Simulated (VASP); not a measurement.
Wanted: the native input for a VASP 6.6.1 run.

| Item | Value |
| --- | --- |
| Task | single point |
| Functional | PBE |
| Potentials or basis | VASP PAW PBE potentials, release 64 (B, N) |
| Cutoff | 520 eV |
| k mesh | 6 × 6 × 4 |
| Occupations | gaussian, width 0.01 eV |
| Spin | no spin polarisation |
| Dipole correction | no |
| Further INCAR settings | ALGO = Normal; EDIFF = 1e-07; NBANDS = 16 |

The structure of BN lies in POSCAR:

```
BN
1.0
    2.5948289996      0.0000000000      0.0000000000
   -1.2974144998      2.2471878321      0.0000000000
    0.0000000000      0.0000000000      4.2919716483
B N
2 2
Direct
    0.3333333333      0.6666666667     -0.0000513168
    0.6666666667      0.3333333333      0.4999486832
    0.3333333333      0.6666666667      0.3750513168
    0.6666666667      0.3333333333      0.8750513168
```

This cell differs from its parent crystal: strain +2.0%.

These files were run (other wordings do the same):

INCAR

```
SYSTEM = BN
PREC = Accurate
ENCUT = 520
EDIFF = 1E-7
ISMEAR = 0
SIGMA = 0.01
LREAL = .FALSE.
LASPH = .TRUE.
NELM = 60
ALGO = Normal
ISIF = 2
LWAVE = .FALSE.
LCHARG = .FALSE.
GGA = PE
NBANDS = 16
```

KPOINTS

```
regular mesh
0
G
  6 6 4
  0 0 0
```

Potentials or basis: VASP PAW PBE potentials, release 64 (B, N).

The run is started by

```bash
$ cat potpaw_PBE.64/B/POTCAR potpaw_PBE.64/N/POTCAR > POTCAR
$ mpirun -np 1 vasp_std > vasp.out
```

Results of the run:

- Pressure: -15.9 GPa
- Largest force: 0.005 eV/Å
- Band gap on the k mesh: 5.31 eV, indirect (least direct gap 8.02 eV)

Caveat: the k points lie up to 0.47 Å⁻¹ apart; the cell differs from its parent crystal (strain +2.0%).

It took 18 s on 1 thread of Intel Xeon 8259CL (shared host), peak memory 0.13 GiB.
